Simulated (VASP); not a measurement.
Pd: relaxation of cell and atoms with RPBE

The system is Pd.

```
Pd
1.0
     4.90084    0.00000    0.00000
     0.00000    4.90084    0.00000
     0.00000    0.00000    4.90084
Pd
8
Direct
  0.00000 0.00000 0.00000
  0.50000 0.50000 0.50000
  0.25000 0.00000 0.50000
  0.75000 0.00000 0.50000
  0.50000 0.25000 0.00000
  0.50000 0.75000 0.00000
  0.00000 0.50000 0.25000
  0.00000 0.50000 0.75000
```

- Program: VASP 6.6.1
- Task: relaxation of cell and atoms
- Functional: RPBE
- Potentials or basis: VASP PAW PBE potentials, release 64 (Pd)
- Cutoff: 600 eV
- k mesh: 5 × 5 × 5
- Occupations: fermi-dirac, width 0.1 eV
- Spin: no spin polarisation
- Dipole correction: no
- Further INCAR settings: ALGO = Normal; EDIFF = 1e-06; IBRION = 2; EDIFFG = -0.01; NSW = 80; ISIF = 3

```yaml
Relaxed_volume: 16.23 Å³/atom
Relaxed_cell: a = 5.064 Å, b = 5.064 Å, c = 5.064 Å, α = 90.00°, β = 90.00°, γ = 90.00°
Space_group_after_relaxing_to_0.1_Å: Pm-3n (No. 223)
Energy_gained_by_relaxing: 74.3 meV/atom
Ionic_steps: 4
Pressure_after_relaxing: -0.1 GPa
Band_gap_on_the_k_mesh: zero (bands 40 and 41 overlap by 0.18 eV)
```

Step by step:
| step | energy change (eV) | largest force (eV/Å) | pressure (GPa) | volume (Å³) |
| --- | --- | --- | --- | --- |
| 1 | 0.0000 | 0.0000 | 17.60 | 117.71 |
| 2 | 0.1785 | 0.0000 | -12.11 | 147.45 |
| 3 | -0.5942 | 0.0000 | -0.36 | 130.12 |
| 4 | -0.5946 | 0.0000 | -0.07 | 129.84 |

Final structure:
```
CELL_PARAMETERS angstrom
5.06369 0.00000 0.00000
0.00000 5.06369 0.00000
0.00000 0.00000 5.06369
ATOMIC_POSITIONS crystal
Pd 0.00000 0.00000 0.00000
Pd 0.50000 0.50000 0.50000
Pd 0.25000 0.00000 0.50000
Pd 0.75000 0.00000 0.50000
Pd 0.50000 0.25000 0.00000
Pd 0.50000 0.75000 0.00000
Pd 0.00000 0.50000 0.25000
Pd 0.00000 0.50000 0.75000
```

Levels at points of the mesh, in eV from the Fermi level:
| k point | band 36 | band 37 | band 38 | band 39 | band 40 | band 41 | band 42 | band 43 | band 44 | band 45 |
| --- | --- | --- | --- | --- | --- | --- | --- | --- | --- | --- |
| (0.00, 0.00, 0.00) | -0.24 | -0.24 | -0.24 | 0.00 | 0.00 | 0.00 | 2.38 | 2.38 | 2.38 | 3.82 |

Run time: 5 min on 1 thread of Intel Xeon 8259CL (shared host), peak memory 0.27 GiB.

Caveat: the PAW data sets were made with another functional, which shifts forces and pressure a little.
